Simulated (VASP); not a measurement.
# N in VASP: single point with PBE

Aim: the single point of N with PBE.

Everything below comes from runs of VASP 6.6.1. Logs are shortened: lines on timing, memory, paths and dates and some standing lists are left out, and cuts for length are marked.

## (1) The cell of the first run

The typed cell holds 8 atoms: a = 6.110 Å, b = 6.110 Å, c = 6.110 Å, α = 90.00°, β = 90.00°, γ = 90.00°.

## (2) Single point, PBE

Contents of INCAR:

```
SYSTEM = N
PREC     = Accurate       ! precision mode
ENCUT    = 1330           ! plane-wave cutoff, eV
EDIFF    = 1E-6           ! SCF threshold, eV
ISMEAR   = 0              ! smearing method
SIGMA    = 0.02           ! smearing width, eV
LREAL    = .False.        ! projectors in reciprocal space
LASPH    = .True.         ! aspherical terms in the spheres
NELM     = 120            ! most SCF steps
ALGO     = Normal         ! electronic algorithm
ISIF     = 2              ! what is computed and relaxed
LWAVE    = .False.        ! write WAVECAR
LCHARG   = .True.         ! write CHGCAR
GGA      = PE             ! functional
LELF     = .True.         ! ELF
LVHAR    = .True.       
NBANDS   = 30             ! bands
GGA_COMPAT= .False.
```

Contents of KPOINTS:

```
regular mesh
0
Gamma
  4 4 4
  0 0 0
```

Contents of POSCAR:

```
N
1.0
    6.1100808470      0.0000000000      0.0000000000
    0.0000000000      6.1100808470      0.0000000000
    0.0000000000      0.0000000000      6.1100808470
N
8
Direct
    0.0520826981      0.0520826981      0.0520826981
    0.4479173019      0.9479173019      0.5520826981
    0.5520826981      0.4479173019      0.9479173019
    0.9479173019      0.5520826981      0.4479173019
    0.9479671705      0.9479671705      0.9479671705
    0.5520328295      0.0520328295      0.4479671705
    0.4479671705      0.5520328295      0.0520328295
    0.0520328295      0.4479671705      0.5520328295
```

Potentials or basis: VASP PAW PBE potentials, release 64 (N_h).

Command:

```sh
> cat potpaw_PBE.64/N_h/POTCAR > POTCAR
> mpirun -np 1 vasp_std > vasp.out
```

OUTCAR:

```text
SYSTEM = N
   PREC = Accurate
   ENCUT = 1330
   EDIFF = 1E-6
   ISMEAR = 0
   LREAL = .False.
   LASPH = .True.
   NELM = 120
   ISIF = 2
   GGA = PE

 ion  position               nearest neighbor table
   1  0.052  0.052  0.052-   5 1.10
   2  0.448  0.948  0.552-   6 1.10
   3  0.552  0.448  0.948-   7 1.10
   4  0.948  0.552  0.448-   8 1.10
   5  0.948  0.948  0.948-   1 1.10
   6  0.552  0.052  0.448-   2 1.10
   7  0.448  0.552  0.052-   3 1.10
   8  0.052  0.448  0.552-   4 1.10

  LATTYP: Found a simple cubic cell.
 ALAT       =     6.1100808470

  Lattice vectors:

 A1 = (   6.1100808470,   0.0000000000,   0.0000000000)
 A2 = (   0.0000000000,   6.1100808470,   0.0000000000)
 A3 = (   0.0000000000,   0.0000000000,   6.1100808470)

Analysis of symmetry for initial positions (statically):
=====================================================================
 Subroutine PRICEL returns:
 Original cell was already a primitive cell.

 Routine SETGRP: Setting up the symmetry group for a
 simple cubic supercell.

 Subroutine GETGRP returns: Found 12 space group operations
 (whereof  3 operations were pure point group operations)
 out of a pool of 48 trial point group operations.

The static configuration has the point symmetry C_3 .
 The point group associated with its full space group is T   .

Analysis of symmetry for dynamics (positions and initial velocities):
=====================================================================
 Subroutine PRICEL returns:
 Original cell was already a primitive cell.

 Routine SETGRP: Setting up the symmetry group for a
 simple cubic supercell.

 Subroutine GETGRP returns: Found 12 space group operations
 (whereof  3 operations were pure point group operations)
 out of a pool of 48 trial point group operations.

The dynamic configuration has the point symmetry C_3 .
 The point group associated with its full space group is T   .

 Subroutine INISYM returns: Found 12 space group operations
 (whereof  3 operations are pure point group operations),
 and found     1 'primitive' translations

----------------------------------------------------------------------------------------

                                     Primitive cell

  volume of cell :     228.1082

  direct lattice vectors                    reciprocal lattice vectors
     6.110080847  0.000000000  0.000000000     0.163663956  0.000000000  0.000000000
     0.000000000  6.110080847  0.000000000     0.000000000  0.163663956  0.000000000
     0.000000000  0.000000000  6.110080847     0.000000000  0.000000000  0.163663956

  length of vectors
     6.110080847  6.110080847  6.110080847     0.163663956  0.163663956  0.163663956

  position of ions in fractional coordinates (direct lattice)
     0.052082698  0.052082698  0.052082698
     0.447917302  0.947917302  0.552082698
     0.552082698  0.447917302  0.947917302
     0.947917302  0.552082698  0.447917302
     0.947967171  0.947967171  0.947967171
     0.552032829  0.052032829  0.447967171
     0.447967171  0.552032829  0.052032829
     0.052032829  0.447967171  0.552032829

  ion indices of the primitive-cell ions
   primitive index   ion index
                 1           1
                 2           2
                 3           3
                 4           4
                 5           5
                 6           6
                 7           7
                 8           8

----------------------------------------------------------------------------------------

 KPOINTS: regular mesh

Automatic generation of k-mesh.
 Grid dimensions read from file:
 generate k-points for:    4    4    4

 Generating k-lattice:

  Cartesian coordinates                     Fractional coordinates (reciprocal lattice)
     0.040915989  0.000000000  0.000000000     0.250000000  0.000000000  0.000000000
     0.000000000  0.040915989  0.000000000     0.000000000  0.250000000  0.000000000
     0.000000000  0.000000000  0.040915989     0.000000000  0.000000000  0.250000000

  Length of vectors
     0.040915989  0.040915989  0.040915989

  Shift w.r.t. Gamma in fractional coordinates (k-lattice)
     0.000000000  0.000000000  0.000000000

 Subroutine IBZKPT returns following result:
 ===========================================

 Found     11 irreducible k-points:

 Following reciprocal coordinates:
            Coordinates               Weight
  0.000000  0.000000  0.000000      1.000000
  0.250000  0.000000  0.000000      6.000000
  0.500000  0.000000  0.000000      3.000000
  0.250000  0.250000  0.000000     12.000000
  0.500000  0.250000  0.000000      6.000000
 -0.250000  0.500000  0.000000      6.000000
  0.500000  0.500000  0.000000      3.000000
  0.250000  0.250000  0.250000      8.000000
  0.500000  0.250000  0.250000     12.000000
  0.500000  0.500000  0.250000      6.000000
  0.500000  0.500000  0.500000      1.000000
   k-points           NKPTS =     11   k-points in BZ     NKDIM =     11   number of bands    NBANDS=     30
   number of dos      NEDOS =    301   number of ions     NIONS =      8
   total plane-waves  NPLWV = 512000
   dimension x,y,z NGX =    80 NGY =   80 NGZ =   80
   dimension x,y,z NGXF=   160 NGYF=  160 NGZF=  160
   ions per type =               8
   NGX,Y,Z   is equivalent  to a cutoff of  21.77, 21.77, 21.77 a.u.
   NGXF,Y,Z  is equivalent  to a cutoff of  43.53, 43.53, 43.53 a.u.
 SYSTEM =  N
   PREC   = accura    normal or accurate (medium, high low for compatibility)
   ISTART =      0    job   : 0-new  1-cont  2-samecut
   ICHARG =      2    charge: 1-file 2-atom 10-const
   ISPIN  =      1    spin polarized calculation?
   LNONCOLLINEAR =      F non collinear calculations
   LSORBIT =      F    spin-orbit coupling
   LASPH  =      T    aspherical Exc in radial PAW
   ENCUT  = 1330.0 eV  97.75 Ry    9.89 a.u.  18.17 18.17 18.17*2*pi/ulx,y,z
   NELM   =    120;   NELMIN=  2; NELMDL= -5     # of ELM steps
   EDIFF  = 0.1E-05   stopping-criterion for ELM
   LREAL  =      F    real-space projection
   EDIFFG = 0.1E-04   stopping-criterion for IOM
   NSW    =      0    number of steps for IOM
   IBRION =     -1    ionic relax: 0-MD 1-quasi-New 2-CG
   NFREE  =      0    steps in history (QN), initial steepest desc. (CG)
   ISIF   =      2    stress and relaxation
   ISYM   =      2    0-nonsym 1-usesym 2-fastsym
   POTIM  = 0.5000    time-step for ionic-motion
   TEBEG  =    0.0;   TEEND  =   0.0 temperature during run
   PSTRESS=    0.0 pullay stress
   NELECT =      40.0000    total number of electrons
   NUPDOWN=      -1.0000    fix difference up-down
   EMIN   =  10.00;   EMAX   =-10.00  energy-range for DOS
   EFERMI =   0.00;   METHOD = LEGACY
   ISMEAR =     0;   SIGMA  =   0.02  broadening in eV -4-tet -1-fermi 0-gaus
   EFERMI_NEDOS =   21; number of points for ismear=-14 and -15
   IALGO  =     38    algorithm
   IMIX   =      4    mixing-type and parameters
     AMIX     =   0.40;   BMIX     =  1.00
     AMIX_MAG =   1.60;   BMIX_MAG =  1.00
  volume/ion in A,a.u.               =      28.51       192.42
  Fermi-wavevector in a.u.,A,eV,Ry     =   0.916321  1.731597 11.424065  0.839645
  Thomas-Fermi vector in A             =   2.041164
   LORBIT       =      0    0 simple, 1 ext, 2 COOP (PROOUT), +10 PAW based schemes
   GGA     = PE    functional components
   LHFCALC =     F    Hartree Fock is set to
   AEXX    =    0.0000 exact exchange contribution
   IVDW    =     0    specifies the selected vdW correction
   LEPSILON=     F    determine dielectric tensor
   LRPA    =     F    only Hartree local field effects (RPA)
 non-spin polarized calculation
 Gauss-broadening in eV      SIGMA  =   0.02
  energy-cutoff  :     1330.00
  volume of cell :      228.11
 maximum number of plane-waves:     25269
 NGX is ok and might be reduce to    80
   NGX = 37   NGY = 37   NGZ = 37

 number of electron      40.0000000 magnetization

 Free energy of the ion-electron system (eV)
  ---------------------------------------------------
  ext. energy  EPLUGINS =         0.00000000
  ---------------------------------------------------
  free energy    TOTEN  =       -67.39935857 eV

  energy without entropy =      -67.39935857  energy(sigma->0) =      -67.39935857

 E-fermi :  -6.9867     XC(G=0):  -5.6581

 val. band max:       -7.1500696235   @ k =   0.5000   0.0000   0.0000
 cond. band min:       0.5281617984   @ k =   0.0000   0.0000   0.0000
 fundamental gap:      7.6782314219
 Fermi energy:        -6.9866710114

 k-point     1 :       0.0000    0.0000    0.0000
  band No.  band energies     occupation
      1     -25.2232      2.00000
      2     -25.2011      2.00000
      3     -25.2011      2.00000
      4     -25.2011      2.00000
      5     -10.5828      2.00000
      6     -10.5828      2.00000
[... 22 lines left out ...]
     29       3.1747      0.00000
     30       5.7671      0.00000

 k-point     2 :       0.2500    0.0000    0.0000
  band No.  band energies     occupation
      1     -25.2199      2.00000
      2     -25.2043      2.00000
      3     -25.2011      2.00000
      4     -25.2011      2.00000
      5     -10.5815      2.00000
      6     -10.5813      2.00000
[... 22 lines left out ...]
     29       3.3179      0.00000
     30       4.8082      0.00000

 k-point     3 :       0.5000    0.0000    0.0000
  band No.  band energies     occupation
      1     -25.2121      2.00000
      2     -25.2121      2.00000
      3     -25.2010      2.00000
      4     -25.2010      2.00000
      5     -10.5800      2.00000
      6     -10.5800      2.00000
[... 22 lines left out ...]
     29       3.8501      0.00000
     30       3.8501      0.00000

 k-point     4 :       0.2500    0.2500    0.0000
  band No.  band energies     occupation
      1     -25.2172      2.00000
      2     -25.2038      2.00000
      3     -25.2038      2.00000
      4     -25.2015      2.00000
      5     -10.5805      2.00000
      6     -10.5738      2.00000
[... 22 lines left out ...]
     29       3.4599      0.00000
     30       4.9033      0.00000

 k-point     5 :       0.5000    0.2500    0.0000
  band No.  band energies     occupation
      1     -25.2105      2.00000
      2     -25.2105      2.00000
      3     -25.2027      2.00000
      4     -25.2027      2.00000
      5     -10.5771      2.00000
      6     -10.5771      2.00000
[... 22 lines left out ...]
     29       3.9769      0.00000
     30       3.9769      0.00000

 k-point     6 :      -0.2500    0.5000    0.0000
  band No.  band energies     occupation
      1     -25.2105      2.00000
      2     -25.2105      2.00000
      3     -25.2027      2.00000
      4     -25.2027      2.00000
      5     -10.5770      2.00000
      6     -10.5770      2.00000
[... 22 lines left out ...]
     29       3.9789      0.00000
     30       3.9789      0.00000

 k-point     7 :       0.5000    0.5000    0.0000
  band No.  band energies     occupation
      1     -25.2066      2.00000
      2     -25.2066      2.00000
      3     -25.2065      2.00000
      4     -25.2065      2.00000
      5     -10.5672      2.00000
      6     -10.5672      2.00000
[... 22 lines left out ...]
     29       4.4326      0.00000
     30       4.4327      0.00000

 k-point     8 :       0.2500    0.2500    0.2500
  band No.  band energies     occupation
      1     -25.2149      2.00000
      2     -25.2038      2.00000
      3     -25.2038      2.00000
      4     -25.2038      2.00000
      5     -10.5767      2.00000
      6     -10.5767      2.00000
[... 22 lines left out ...]
     29       3.6027      0.00000
     30       4.9049      0.00000

 k-point     9 :       0.5000    0.2500    0.2500
  band No.  band energies     occupation
      1     -25.2093      2.00000
      2     -25.2093      2.00000
      3     -25.2038      2.00000
      4     -25.2038      2.00000
      5     -10.5770      2.00000
      6     -10.5770      2.00000
[... 22 lines left out ...]
     29       4.1082      0.00000
     30       4.1082      0.00000

 k-point    10 :       0.5000    0.5000    0.2500
  band No.  band energies     occupation
      1     -25.2065      2.00000
      2     -25.2065      2.00000
      3     -25.2065      2.00000
      4     -25.2065      2.00000
      5     -10.5720      2.00000
      6     -10.5720      2.00000
[... 22 lines left out ...]
     29       4.5413      0.00000
     30       4.5414      0.00000

 k-point    11 :       0.5000    0.5000    0.5000
  band No.  band energies     occupation
      1     -25.2065      2.00000
      2     -25.2065      2.00000
      3     -25.2065      2.00000
      4     -25.2065      2.00000
      5     -10.5767      2.00000
      6     -10.5767      2.00000
[... 22 lines left out ...]
     29       4.7031      0.00000
     30       4.7031      0.00000

------------------------ aborting loop because EDIFF is reached ----------------------------------------

  FORCE on cell =-STRESS in cart. coord.  units (eV):
  Direction    XX          YY          ZZ          XY          YZ          ZX
  --------------------------------------------------------------------------------------
  -------------------------------------------------------------------------------------
  Total       -0.0121080     -0.0121080     -0.0121080     -0.0000000      0.0000000      0.0000000
  in kB       -0.0850439     -0.0850439     -0.0850439     -0.0000000      0.0000000      0.0000000
  external PRESSURE =      -0.0850439 kB  Pullay stress =       0.0000000 kB

 VOLUME and BASIS-vectors are now :
 -----------------------------------------------------------------------------
  energy-cutoff  :     1330.00
  volume of cell :      228.11
      direct lattice vectors                 reciprocal lattice vectors
     6.110080847  0.000000000  0.000000000     0.163663956  0.000000000  0.000000000
     0.000000000  6.110080847  0.000000000     0.000000000  0.163663956  0.000000000
     0.000000000  0.000000000  6.110080847     0.000000000  0.000000000  0.163663956

 POSITION                                       TOTAL-FORCE (eV/Angst)
 -----------------------------------------------------------------------------------
      0.31823      0.31823      0.31823         0.031719      0.031719      0.031719
      2.73681      5.79185      3.37327        -0.031719     -0.031719      0.031719
      3.37327      2.73681      5.79185         0.031719     -0.031719     -0.031719
      5.79185      3.37327      2.73681        -0.031719      0.031719     -0.031719
      5.79216      5.79216      5.79216        -0.031839     -0.031839     -0.031839
      3.37297      0.31792      2.73712         0.031839      0.031839     -0.031839
      2.73712      3.37297      0.31792        -0.031839      0.031839      0.031839
      0.31792      2.73712      3.37297         0.031839     -0.031839      0.031839
 -----------------------------------------------------------------------------------
    total drift:                                0.000000      0.000000     -0.000000

  FREE ENERGIE OF THE ION-ELECTRON SYSTEM (eV)
  ---------------------------------------------------
  free  energy   TOTEN  =       -67.3993585678 eV

  energy  without entropy=      -67.3993585678  energy(sigma->0) =      -67.39935857
```

Run time: 7.5 min. Hardware: 1 thread of AMD EPYC 7R13 (Zen 3), shared host; peak memory 1 GiB.

Results:

- Free energy: -67.3994 eV
- Pressure: 0.0 GPa
- Largest force: 0.055 eV/Å
- Band gap on the k mesh: 7.68 eV (least direct gap 7.69 eV)

Forces in eV/Å, atoms in the order of the input:
```
N    0.032  0.032  0.032
N   -0.032 -0.032  0.032
N    0.032 -0.032 -0.032
N   -0.032  0.032 -0.032
N   -0.032 -0.032 -0.032
N    0.032  0.032 -0.032
N   -0.032  0.032  0.032
N    0.032 -0.032  0.032
```

Caveat: this functional lacks dispersion, which holds the molecules together, so the pressure and a relaxed volume are unreliable. A k mesh can miss the band edges.
